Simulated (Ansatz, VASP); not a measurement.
# Two plane-wave programs on LiHF2

```
Li H F
1.0
     1.42115    0.82050    4.32961
    -1.42115    0.82050    4.32961
     0.00000   -1.64100    4.32961
Li H F
1 1 2
Direct
  0.00000 0.00000 0.00000
  0.50000 0.50000 0.50000
  0.41251 0.41251 0.41251
  0.58749 0.58749 0.58749
```

Change from the starting cell: strain -0.015 along x and y, +0.000 along z, atoms carried along.

Alike in both runs: task single point; functional LDA; k mesh 9 × 9 × 9; occupations gaussian, width 0.05 eV; no spin polarisation.

```csv
,VASP,Ansatz
version,VASP 6.6.1,Ansatz 0.2.0
potentials or method,"VASP PAW LDA potentials, release 64 (Li_sv, H, F), cutoff 520 eV","scalar-relativistic, plane waves, PAW"
valence electrons in the cell,18,18
```

```csv
,VASP,Ansatz,Ansatz less VASP
gap on the k mesh at the Fermi level (eV),8.34,8.38,+0.039
least direct gap on the mesh (eV),8.56,8.60,+0.038
rms of the force components (eV/Å),0.008,0.030,+0.0221
```

LDA's correlation is that of Perdew and Zunger in VASP and of Perdew and Wang (1992) in Ansatz. Atom by atom the forces differ by 0.038 eV/Å (rms over components).

Noted on VASP's run: the cutoff is under 1.25 times that of the potentials, so the pressure is a little rough.
